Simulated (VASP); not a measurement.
# InP (I-4m2) in VASP: notebook

InP is run at these levels: LDA; tasks: single point.

All numbers are computed with VASP 6.6.1; they aren't measurements. Logs are shortened: lines on timing, memory, paths and dates and some standing lists are left out, and cuts for length are marked.

## Step 1: The cell of the first run

Symmetry: I-4m2, No. 119, tetragonal system. Conventional cell: a = 4.365 Å, b = 4.365 Å, c = 5.468 Å, α = 90.00°, β = 90.00°, γ = 90.00°. In (site symmetry -4m2) has 4 P at 2.58 Å within 3.4 Å. P (site symmetry -4m2) has 4 In at 2.58 Å within 3.4 Å.

## Step 2: Single point, LDA (26.05 Å³/atom)

INCAR reads:

```
SYSTEM = InP
ALGO = Normal ; EDIFF = 1E-7
ENCUT = 520 ; ISIF = 2
ISMEAR = 0 ; LASPH = .TRUE.
LCHARG = .TRUE. ; LELF = .TRUE.
LREAL = .FALSE. ; LVHAR = .TRUE.
LWAVE = .FALSE. ; NBANDS = 16
NELM = 60 ; PREC = Accurate
SIGMA = 0.05
```

KPOINTS reads:

```
k-points
0
G
  12 12 12
  0 0 0
```

POSCAR reads:

```
InP
1.0
    0.0000000000      2.7339695443      3.0867895950
    3.0867895950      0.0000000000      3.0867895950
    3.0867895950      2.7339695443      0.0000000000
In P
1 1
Direct
    0.0000000000      0.0000000000      0.0000000000
    0.7500000000      0.7500000000      0.7500000000
```

Potentials or basis: VASP PAW LDA potentials, release 64 (In_d, P).

On the command line:

```
> cat potpaw_LDA.64/In_d/POTCAR potpaw_LDA.64/P/POTCAR > POTCAR
> mpirun -np 1 vasp_std > vasp.out
```

OUTCAR:

```text
SYSTEM = InP
   EDIFF = 1E-7
   ENCUT = 520
   ISIF = 2
   ISMEAR = 0
   LASPH = .TRUE.
   LREAL = .FALSE.
   NELM = 60
   PREC = Accurate

 ion  position               nearest neighbor table
   1  0.000  0.000  0.000-   2 2.58   2 2.58   2 2.58   2 2.58
   2  0.750  0.750  0.750-   1 2.58   1 2.58   1 2.58   1 2.58

  LATTYP: Found a body centered tetragonal cell.
 ALAT       =     4.3653797094
 C/A-ratio  =     1.2525689522

  Lattice vectors:

 A1 = (   0.0000000000,  -2.7339695443,   3.0867895950)
 A2 = (   0.0000000000,  -2.7339695443,  -3.0867895950)
 A3 = (   3.0867895950,   2.7339695443,   0.0000000000)

Analysis of symmetry for initial positions (statically):
=====================================================================
 Subroutine PRICEL returns:
 Original cell was already a primitive cell.

 Routine SETGRP: Setting up the symmetry group for a
 body centered tetragonal supercell.

 Subroutine GETGRP returns: Found  8 space group operations
 (whereof  8 operations were pure point group operations)
 out of a pool of 16 trial point group operations.

The static configuration has the point symmetry D_2d.

Analysis of symmetry for dynamics (positions and initial velocities):
=====================================================================
 Subroutine PRICEL returns:
 Original cell was already a primitive cell.

 Routine SETGRP: Setting up the symmetry group for a
 body centered tetragonal supercell.

 Subroutine GETGRP returns: Found  8 space group operations
 (whereof  8 operations were pure point group operations)
 out of a pool of 16 trial point group operations.

The dynamic configuration has the point symmetry D_2d.

 Subroutine INISYM returns: Found  8 space group operations
 (whereof  8 operations are pure point group operations),
 and found     1 'primitive' translations

----------------------------------------------------------------------------------------

                                     Primitive cell

  volume of cell :      52.1000

  direct lattice vectors                    reciprocal lattice vectors
     0.000000000  2.733969544  3.086789595    -0.161980590  0.182884261  0.161980590
     3.086789595  0.000000000  3.086789595     0.161980590 -0.182884261  0.161980590
     3.086789595  2.733969544  0.000000000     0.161980590  0.182884261 -0.161980590

  length of vectors
     4.123452373  4.365379709  4.123452373     0.293124677  0.293124677  0.293124677

  position of ions in fractional coordinates (direct lattice)
     0.000000000  0.000000000  0.000000000
     0.750000000  0.750000000  0.750000000

  ion indices of the primitive-cell ions
   primitive index   ion index
                 1           1
                 2           2

----------------------------------------------------------------------------------------

 KPOINTS: k-points

Automatic generation of k-mesh.
 Grid dimensions read from file:
 generate k-points for:   12   12   12

 Generating k-lattice:

  Cartesian coordinates                     Fractional coordinates (reciprocal lattice)
    -0.013498383  0.015240355  0.013498383     0.083333333  0.000000000 -0.000000000
     0.013498383 -0.015240355  0.013498383     0.000000000  0.083333333  0.000000000
     0.013498383  0.015240355 -0.013498383    -0.000000000  0.000000000  0.083333333

  Length of vectors
     0.024427056  0.024427056  0.024427056

  Shift w.r.t. Gamma in fractional coordinates (k-lattice)
     0.000000000  0.000000000  0.000000000

 Subroutine IBZKPT returns following result:
 ===========================================

 Found    163 irreducible k-points:

 Following reciprocal coordinates:
            Coordinates               Weight
  0.000000  0.000000  0.000000      1.000000
  0.083333  0.000000  0.000000      8.000000
  0.166667  0.000000 -0.000000      8.000000
  0.250000  0.000000 -0.000000      8.000000
  0.333333  0.000000 -0.000000      8.000000
  0.416667  0.000000  0.000000      8.000000
[... 16 lines left out ...]
  0.500000  0.166667  0.000000     16.000000
 -0.416667  0.166667 -0.000000     16.000000
 [... further k-points ...]
   k-points           NKPTS =    163   k-points in BZ     NKDIM =    163   number of bands    NBANDS=     16
   number of dos      NEDOS =    301   number of ions     NIONS =      2
   total plane-waves  NPLWV =  32768
   dimension x,y,z NGX =    32 NGY =   32 NGZ =   32
   dimension x,y,z NGXF=    64 NGYF=   64 NGZF=   64
   ions per type =               1   1
   NGX,Y,Z   is equivalent  to a cutoff of  12.90, 12.19, 12.90 a.u.
   NGXF,Y,Z  is equivalent  to a cutoff of  25.80, 24.37, 25.80 a.u.
 SYSTEM =  InP
   PREC   = accura    normal or accurate (medium, high low for compatibility)
   ISTART =      0    job   : 0-new  1-cont  2-samecut
   ICHARG =      2    charge: 1-file 2-atom 10-const
   ISPIN  =      1    spin polarized calculation?
   LNONCOLLINEAR =      F non collinear calculations
   LSORBIT =      F    spin-orbit coupling
   LASPH  =      T    aspherical Exc in radial PAW
   ENCUT  =  520.0 eV  38.22 Ry    6.18 a.u.   7.67  8.12  7.67*2*pi/ulx,y,z
   NELM   =     60;   NELMIN=  2; NELMDL= -5     # of ELM steps
   EDIFF  = 0.1E-06   stopping-criterion for ELM
   LREAL  =      F    real-space projection
   EDIFFG = 0.1E-05   stopping-criterion for IOM
   NSW    =      0    number of steps for IOM
   IBRION =     -1    ionic relax: 0-MD 1-quasi-New 2-CG
   NFREE  =      0    steps in history (QN), initial steepest desc. (CG)
   ISIF   =      2    stress and relaxation
   ISYM   =      2    0-nonsym 1-usesym 2-fastsym
   POTIM  = 0.5000    time-step for ionic-motion
   TEBEG  =    0.0;   TEEND  =   0.0 temperature during run
   PSTRESS=    0.0 pullay stress
   NELECT =      18.0000    total number of electrons
   NUPDOWN=      -1.0000    fix difference up-down
   EMIN   =  10.00;   EMAX   =-10.00  energy-range for DOS
   EFERMI =   0.00;   METHOD = LEGACY
   ISMEAR =     0;   SIGMA  =   0.05  broadening in eV -4-tet -1-fermi 0-gaus
   EFERMI_NEDOS =   21; number of points for ismear=-14 and -15
   IALGO  =     38    algorithm
   IMIX   =      4    mixing-type and parameters
     AMIX     =   0.40;   BMIX     =  1.00
     AMIX_MAG =   1.60;   BMIX_MAG =  1.00
  volume/ion in A,a.u.               =      26.05       175.79
  Fermi-wavevector in a.u.,A,eV,Ry     =   1.148735  2.170794 17.954133  1.319592
  Thomas-Fermi vector in A             =   2.285408
   LORBIT       =      0    0 simple, 1 ext, 2 COOP (PROOUT), +10 PAW based schemes
   GGA     = CA    functional components
   LHFCALC =     F    Hartree Fock is set to
   AEXX    =    0.0000 exact exchange contribution
   IVDW    =     0    specifies the selected vdW correction
   LEPSILON=     F    determine dielectric tensor
   LRPA    =     F    only Hartree local field effects (RPA)
 non-spin polarized calculation
 Gauss-broadening in eV      SIGMA  =   0.05
  energy-cutoff  :      520.00
  volume of cell :       52.10
 maximum number of plane-waves:      1420
   NGX = 15   NGY = 17   NGZ = 15

 number of electron      18.0000009 magnetization

 Free energy of the ion-electron system (eV)
  ---------------------------------------------------
  ext. energy  EPLUGINS =         0.00000000
  ---------------------------------------------------
  free energy    TOTEN  =        -9.58538553 eV

  energy without entropy =       -9.58535711  energy(sigma->0) =       -9.58537132

 E-fermi :   4.9126     XC(G=0):  -9.4758

 val. band max:        4.8939184130   @ k =   0.0000   0.0000   0.0000
 cond. band min:       4.9311883343   @ k =   0.0000   0.0000   0.0000
 fundamental gap:      0.0372699212
 Fermi energy:         4.9125533775

 k-point     1 :       0.0000    0.0000    0.0000
  band No.  band energies     occupation
      1      -9.4998      2.00000
      2      -9.4998      2.00000
      3      -9.4585      2.00000
      4      -9.3653      2.00000
      5      -9.3486      2.00000
      6      -6.6468      2.00000
[... 8 lines left out ...]
     15      13.1428      0.00000
     16      14.4633      0.00000

 k-point     2 :       0.0833    0.0000    0.0000
  band No.  band energies     occupation
      1      -9.5031      2.00000
      2      -9.4966      2.00000
      3      -9.4599      2.00000
      4      -9.3656      2.00000
      5      -9.3478      2.00000
      6      -6.5708      2.00000
[... 8 lines left out ...]
     15      13.0650      0.00000
     16      13.9109      0.00000

 k-point     3 :       0.1667    0.0000   -0.0000
  band No.  band energies     occupation
      1      -9.5167      2.00000
      2      -9.4884      2.00000
      3      -9.4588      2.00000
      4      -9.3665      2.00000
      5      -9.3448      2.00000
      6      -6.3491      2.00000
[... 8 lines left out ...]
     15      13.0264      0.00000
     16      14.2901      0.00000

 k-point     4 :       0.2500    0.0000   -0.0000
  band No.  band energies     occupation
      1      -9.5398      2.00000
      2      -9.4789      2.00000
      3      -9.4527      2.00000
      4      -9.3670      2.00000
      5      -9.3390      2.00000
      6      -6.0029      2.00000
[... 8 lines left out ...]
     15      12.9575      0.00000
     16      14.2903      0.00000
[... 324 lines left out ...]
 k-point    22 :       0.4167    0.1667    0.0000
  band No.  band energies     occupation
      1      -9.5867      2.00000
      2      -9.4531      2.00000
      3      -9.4305      2.00000
      4      -9.3671      2.00000
      5      -9.3347      2.00000
      6      -5.2684      2.00000
[... 8 lines left out ...]
     15      14.3978      0.00000
     16      15.4708      0.00000

 k-point    23 :       0.5000    0.1667    0.0000
  band No.  band energies     occupation
      1      -9.5937      2.00000
      2      -9.4537      2.00000
      3      -9.4295      2.00000
      4      -9.3665      2.00000
      5      -9.3299      2.00000
      6      -4.9299      2.00000
[... 8 lines left out ...]
     15      14.7894      0.00000
     16      15.0991      0.00000

 k-point    24 :      -0.4167    0.1667   -0.0000
  band No.  band energies     occupation
      1      -9.5931      2.00000
      2      -9.4552      2.00000
      3      -9.4314      2.00000
      4      -9.3683      2.00000
      5      -9.3272      2.00000
      6      -4.8486      2.00000
[... 8 lines left out ...]
     15      14.5527      0.00000
     16      15.2176      0.00000

 [... further k-points ...]
[... 5 lines left out ...]
  --------------------------------------------------------------------------------------
  -------------------------------------------------------------------------------------
  Total       -1.6309930     -0.2127057     -1.6309930      0.0000000      0.0000000      0.0000000
  in kB      -50.1562368     -6.5411194    -50.1562368      0.0000000      0.0000000      0.0000000
  external PRESSURE =     -35.6178643 kB  Pullay stress =       0.0000000 kB

 VOLUME and BASIS-vectors are now :
 -----------------------------------------------------------------------------
  energy-cutoff  :      520.00
  volume of cell :       52.10
      direct lattice vectors                 reciprocal lattice vectors
     0.000000000  2.733969544  3.086789595    -0.161980590  0.182884261  0.161980590
     3.086789595  0.000000000  3.086789595     0.161980590 -0.182884261  0.161980590
     3.086789595  2.733969544  0.000000000     0.161980590  0.182884261 -0.161980590

 POSITION                                       TOTAL-FORCE (eV/Angst)
 -----------------------------------------------------------------------------------
      0.00000      0.00000      0.00000         0.000000     -0.000000     -0.000000
      4.63018      4.10095      4.63018        -0.000000      0.000000      0.000000
 -----------------------------------------------------------------------------------
    total drift:                               -0.000000      0.000001     -0.000000

  FREE ENERGIE OF THE ION-ELECTRON SYSTEM (eV)
  ---------------------------------------------------
  free  energy   TOTEN  =        -9.5853855286 eV

  energy  without entropy=       -9.5853571131  energy(sigma->0) =       -9.58537132
```

It took 60 s on 1 thread of AMD EPYC 9R45 (Zen 5), shared host; peak memory 0.22 GiB.

What came out:

| Quantity | Value |
| --- | --- |
| Free energy | -9.5854 eV |
| Pressure | -3.6 GPa |
| Band gap on the k mesh | 0.04 eV |

Levels at points of the mesh, in eV from the valence-band top:
```csv
k point,band 5,band 6,band 7,band 8,band 9,band 10,band 11,band 12,band 13,band 14
"(0.00, 0.00, 0.00)",-14.24,-11.54,-0.43,-0.43,0.00,0.04,3.65,3.86,3.86,7.82
"(0.50, 0.00, 0.00)",-14.21,-9.90,-5.88,-1.54,-0.85,0.81,4.07,5.03,6.67,8.60
"(0.50, 0.50, 0.00)",-14.22,-9.42,-6.18,-2.26,-2.20,1.63,2.25,8.03,8.20,8.75
"(0.50, 0.00, 0.50)",-14.19,-9.03,-5.47,-2.90,-2.90,1.05,1.17,8.86,8.86,9.18
```

Caveat: the cell stands under tension; semilocal functionals underestimate gaps, and a narrow one can read as zero; spin-orbit coupling is left out, which moves the levels of the heavy elements.

## Step 3: Single point, LDA (26.71 Å³/atom)

This run uses another cell than the first one, of 26.71 Å³/atom.

INCAR reads:

```
SYSTEM = InP
PREC     = Accurate       ! precision mode
ENCUT    = 520            ! plane-wave cutoff, eV
EDIFF    = 1E-6           ! SCF threshold, eV
ISMEAR   = 0              ! smearing method
SIGMA    = 0.05           ! smearing width, eV
LREAL    = .FALSE.        ! projectors in reciprocal space
LASPH    = .TRUE.         ! aspherical terms in the spheres
NELM     = 80             ! most SCF steps
ALGO     = Normal         ! electronic algorithm
ISIF     = 2              ! what is computed and relaxed
LWAVE    = .FALSE.        ! write WAVECAR
LCHARG   = .FALSE.        ! write CHGCAR
NBANDS   = 16             ! bands
```

KPOINTS reads:

```
regular mesh
0
G
  12 12 12
  0 0 0
```

POSCAR reads:

```
InP
1.0
    0.0000000000      2.6476323570      3.1761424628
    3.1761424628      0.0000000000      3.1761424628
    3.1761424628      2.6476323570      0.0000000000
In P
1 1
Direct
    0.0000000000      0.0000000000      0.0000000000
    0.7500000000      0.7500000000      0.7500000000
```

Potentials or basis: VASP PAW LDA potentials, release 64 (In_d, P).

On the command line:

```
> cat potpaw_LDA.64/In_d/POTCAR potpaw_LDA.64/P/POTCAR > POTCAR
> mpirun -np 1 vasp_std > vasp.out
```

Run time: 68 s. Hardware: 1 thread of AMD EPYC 9R45 (Zen 5), shared host; peak memory 0.23 GiB.

Results (log left out):

```
Free energy            : -9.4808 eV
Pressure               : -5.2 GPa
Band gap on the k mesh : 0.21 eV (least direct gap 0.34 eV)
```

Stress tensor (GPa, compression positive):
```
-7.16  0.00  0.00
 0.00 -1.18  0.00
 0.00  0.00 -7.16
```

Levels at points of the mesh, in eV from the valence-band top:
```csv
k point,band 5,band 6,band 7,band 8,band 9,band 10,band 11,band 12,band 13,band 14
"(0.00, 0.00, 0.00)",-14.14,-11.27,-0.42,-0.42,-0.14,0.21,3.75,4.06,4.06,7.76
"(0.50, 0.00, 0.00)",-14.11,-9.72,-5.65,-1.55,-0.62,0.67,3.99,5.38,6.80,8.44
"(0.50, 0.50, 0.00)",-14.13,-9.32,-6.07,-1.95,-1.86,1.86,2.52,7.68,7.68,8.32
"(0.50, 0.00, 0.50)",-14.09,-8.80,-5.05,-2.90,-2.90,0.93,1.08,8.73,8.73,9.32
```

Caveat: the stress differs along the axes, from -7 to -1 GPa; semilocal functionals underestimate gaps, and a narrow one can read as zero; spin-orbit coupling is left out, which moves the levels of the heavy elements. A k mesh can miss the band edges.
